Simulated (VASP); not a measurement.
Mo, 1 atom in the cell. The structure is orthorhombic, space group Immm (No. 71). The conventional cell has a = 2.929 Å, b = 3.118 Å, c = 3.434 Å, α = 90.00°, β = 90.00°, γ = 90.00°. Within 3.6 Å of Mo (site symmetry mmm) lie 14 Mo at 2.74 to 3.43 Å.  This cell differs from its parent crystal: strain +e along x and -e along y -0.0500, strain +e along z and -e/2 along x and y -0.0733.

```yaml
Program: VASP 6.6.1
Task: single point
Functional: PBE
Potentials_or_basis: VASP PAW PBE potentials, release 64 (Mo_sv)
Cutoff: 520 eV
k_mesh: 20 × 20 × 20
Occupations: gaussian, width 0.15 eV
Spin: no spin polarisation
Dipole_correction: no
Further_INCAR_settings: ALGO = Fast; EDIFF = 1e-07; NBANDS = 13
```

Potentials or basis: VASP PAW PBE potentials, release 64 (Mo_sv).

Command:

```console
$ cat potpaw_PBE.64/Mo_sv/POTCAR > POTCAR
$ mpirun -np 1 vasp_std > vasp.out
```

Hardware: 1 thread of Intel(R) Xeon(R) Platinum 8259CL CPU @ 2.50GHz (Skylake/Cascade Lake) (shared host).

**Question.** Estimate the wall time of this run.

**Answer.** Wall time 4 min on 1 thread of Intel(R) Xeon(R) Platinum 8259CL CPU @ 2.50GHz (Skylake/Cascade Lake), with other jobs on the host, peak memory 0.32 GiB. Counts: scf iterations 15, k points 1166.
